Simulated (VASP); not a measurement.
Wanted: the native input for a VASP 6.6.1 run.

* Task: single point
* Functional: BLYP
* Potentials or basis: VASP PAW PBE potentials, release 64 (Al, N)
* Cutoff: 520 eV
* k mesh: 8 × 8 × 8
* Occupations: gaussian, width 0.01 eV
* Spin: no spin polarisation
* Dipole correction: no
* Further INCAR settings: ALGO = Normal; EDIFF = 1e-06; NBANDS = 11

The structure of AlN lies in POSCAR:

```
AlN
1.0
    0.0000000000      2.1839940000      2.1839940000
    2.1839940000      0.0000000000      2.1839940000
    2.1839940000      2.1839940000      0.0000000000
Al N
1 1
Direct
    0.0000000000      0.0000000000      0.0000000000
    0.7500000000      0.7500000000      0.7500000000
```

These files were run (other wordings do the same):

INCAR

```
AGGAC = 1.0 ; AGGAX = 1.0
ALDAC = 0.0 ; ALDAX = 1.0
ALGO = Normal ; EDIFF = 1E-6
ENCUT = 520 ; GGA = B5
ISIF = 2 ; ISMEAR = 0
LASPH = True ; LCHARG = False
LREAL = False ; LWAVE = False
NBANDS = 11 ; NELM = 100
PREC = Accurate ; SIGMA = 0.01
```

KPOINTS

```
k-points
0
Gamma
  8 8 8
```

Potentials or basis: VASP PAW PBE potentials, release 64 (Al, N).

Launch:

```console
$ cat potpaw_PBE.64/Al/POTCAR potpaw_PBE.64/N/POTCAR > POTCAR
$ mpirun -np 1 vasp_std > vasp.out
```

It gave:

```
Pressure               : 8.3 GPa
Band gap on the k mesh : 3.67 eV, indirect (least direct gap 4.48 eV)
```

Caveat: the PAW data sets were made with another functional, which shifts forces and pressure a little.

Run time: 20 s on 1 thread of Intel Xeon 8259CL (shared host), peak memory 0.1 GiB.
